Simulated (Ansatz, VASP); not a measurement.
# One calculation of Au, two programs

INCAR

```
PREC = Accurate
ENCUT = 520
EDIFF = 1E-6
ISMEAR = 0
SIGMA = 0.15
LREAL = F
LASPH = T
NELM = 100
ALGO = Fast
ISIF = 2
LWAVE = F
LCHARG = F
GGA = PE
NBANDS = 12
```

KPOINTS

```
regular mesh
0
Gamma
  20 20 20
```

File POSCAR:

```
Au
1.0
    0.0000000000      2.1273200000      2.2091400000
    2.1273200000      0.0000000000      2.2091400000
    2.1273200000      2.1273200000      0.0000000000
Au
1
Direct
    0.0000000000      0.0000000000      0.0000000000
```

Input for Ansatz:

```yaml
crystal:
  lattice:
    - [0.0, 2.12732, 2.20914]
    - [2.12732, 0.0, 2.20914]
    - [2.12732, 2.12732, 0.0]
  atoms:
    - { symbol: Au, position: [0.0, 0.0, 0.0] }
basis:
  ecutwfc: 420
kpoints:
  mp_grid: { grid: [20, 20, 20] }
hamiltonian:
  xc: pbe
scf:
  occupations: { method: gaussian, width: 0.15 }
output:
  forces: true
  stress: true
  eigenvalues: true
```

Change from the starting cell: strain +0.040 along x and y, +0.080 along z, atoms carried along.

Alike in both runs: task single point; functional PBE; k mesh 20 × 20 × 20; occupations gaussian, width 0.15 eV; no spin polarisation.

|  | VASP | Ansatz |
| --- | --- | --- |
| version | VASP 6.6.1 | Ansatz 0.2.0 |
| potentials or method | VASP PAW PBE potentials, release 64 (Au), cutoff 520 eV | scalar-relativistic, plane waves, PAW |
| valence electrons in the cell | 11 | 19 |

```csv
,VASP,Ansatz,Ansatz less VASP
gap on the k mesh at the Fermi level (eV),none,none,-
pressure (GPa),-10.9,-10.8,+0.07
"traceless stress, the component that is largest in VASP (GPa)",-0.46,-0.46,+0.004
```

A gap of «none» marks a metal or a gap that the smearing closes. VASP's potentials hold 11 valence electrons a cell and Ansatz's 19, so a difference there can come from the potentials and not from the codes.

Spin-orbit coupling is off throughout.
